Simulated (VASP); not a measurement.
Wanted: the native input for a VASP 6.6.1 run.

- Task: single point
- Functional: LDA
- Potentials or basis: VASP PAW LDA potentials, release 64 (Sc_sv, Hg)
- Cutoff: 520 eV
- k mesh: 10 × 10 × 10
- Occupations: tetrahedron
- Spin: non-collinear spin, zero start, spin-orbit coupling
- Starting moments: [[0.0, 0.0, 0.0], [0.0, 0.0, 0.0]] μB
- Dipole correction: no
- Further INCAR settings: ALGO = Normal; EDIFF = 1e-06; NBANDS = 35

The structure of ScHg lies in POSCAR:

```
ScHg
1.0
    3.4260503467      0.0000000000      0.0000000000
    0.0000000000      3.4260503467      0.0000000000
    0.0000000000      0.0000000000      3.4260503467
Sc Hg
1 1
Direct
    0.5000000000      0.5000000000      0.5000000000
    0.0000000000      0.0000000000      0.0000000000
```

One way to write it, as run:

INCAR

```
SYSTEM = ScHg
PREC     = Accurate       ! precision mode
ENCUT    = 520            ! plane-wave cutoff, eV
EDIFF    = 1E-6           ! SCF threshold, eV
ISMEAR   = -4             ! smearing method
SIGMA    = 0.1            ! smearing width, eV
LREAL    = .False.        ! projectors in reciprocal space
LASPH    = .True.         ! aspherical terms in the spheres
NELM     = 150            ! most SCF steps
ALGO     = Normal         ! electronic algorithm
ISIF     = 2              ! what is computed and relaxed
LWAVE    = .False.        ! write WAVECAR
LCHARG   = .True.         ! write CHGCAR
MAGMOM   = 0 0 0 0 0 0    ! initial moments
LORBIT   = 11             ! projections on sites
LSORBIT  = .True.         ! spin-orbit coupling
GGA_COMPAT= .False.      
LORBMOM  = .True.       
LMAXMIX  = 4              ! l up to which the mixer works
GGA      = CA             ! functional
LVHAR    = .True.       
NBANDS   = 35             ! bands
```

KPOINTS

```
regular mesh
0
Gamma
  10 10 10
  0 0 0
```

Potentials or basis: VASP PAW LDA potentials, release 64 (Sc_sv, Hg).

The run is started by

```console
$ cat potpaw_LDA.64/Sc_sv/POTCAR potpaw_LDA.64/Hg/POTCAR > POTCAR
$ mpirun -np 1 vasp_ncl > vasp.out
```

Results of the run:

* Pressure: 0.1 GPa
* Net moment: 0.00 μB per cell
* Valence electrons inside the program's atomic spheres: Sc 9.40; Hg 10.70

Run time: 2.1 min on 1 thread of Intel(R) Xeon(R) 6975P-C (Granite Rapids) (shared host), peak memory 0.28 GiB.
